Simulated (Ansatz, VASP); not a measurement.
## Two plane-wave programs on P

File INCAR:

```
  ALGO = Normal
  EDIFF = 1E-6
  EDIFFG = -0.01
  ENCUT = 600
  GGA = PE
  IBRION = 2
  ISIF = 3
  ISMEAR = 0
  LASPH = True
  LCHARG = False
  LREAL = False
  LWAVE = False
  NELM = 100
  NSW = 100
  PREC = Accurate
  SIGMA = 0.1
```

File KPOINTS:

```
k-points
0
Gamma
  12 12 12
```

Contents of POSCAR:

```
P
1.0
    4.0316947992      0.0000000000      0.0000000000
    0.0000000000      4.0316947992      0.0000000000
    0.0000000000      0.0000000000      4.0316947992
P
4
Direct
    0.3750000000      0.3750000000      0.3750000000
    0.1250000000      0.6250000000      0.8750000000
    0.6250000000      0.8750000000      0.1250000000
    0.8750000000      0.1250000000      0.6250000000
```

Input for Ansatz:

```yaml
crystal:
  lattice:
    - [4.0316947992, 0.0, 0.0]
    - [0.0, 4.0316947992, 0.0]
    - [0.0, 0.0, 4.0316947992]
  atoms:
    - { symbol: P, position: [0.375, 0.375, 0.375] }
    - { symbol: P, position: [0.125, 0.625, 0.875] }
    - { symbol: P, position: [0.625, 0.875, 0.125] }
    - { symbol: P, position: [0.875, 0.125, 0.625] }
basis:
  ecutwfc: 420
kpoints:
  mp_grid: { grid: [12, 12, 12] }
hamiltonian:
  xc: pbe
scf:
  occupations: { method: gaussian, width: 0.1 }
output:
  forces: true
  stress: true
  eigenvalues: true
relax:
  adjacent_minimum: "off"
  f_tol: 0.01
  max_steps: 80
  cell: { stress_tol: 0.05 }
```

Alike in both runs: task relaxation of cell and atoms; functional PBE; k mesh 12 × 12 × 12; occupations gaussian, width 0.1 eV; no spin polarisation.

```csv
,VASP,Ansatz
version,VASP 6.6.1,Ansatz 0.2.0
potentials or method,"VASP PAW PBE potentials, release 64 (P), cutoff 600 eV","scalar-relativistic, plane waves, PAW"
valence electrons in the cell,20,20
```

Ansatz gave:

```
gap on the k mesh at the Fermi level, each at its own relaxed structure (eV) : none
relaxed volume (Å³/atom)                                                     : 16.49
relaxed length of the cell vector where the two differ most in proportion (Å)              : 4.040
```

Task: Estimate VASP's values.

Result: gap on the k mesh at the Fermi level, each at its own relaxed structure (eV): none; relaxed volume (Å³/atom): 16.46; relaxed length of the cell vector where the two differ most in proportion (Å): 4.038.

A gap of «none» marks a metal or a gap that the smearing closes.
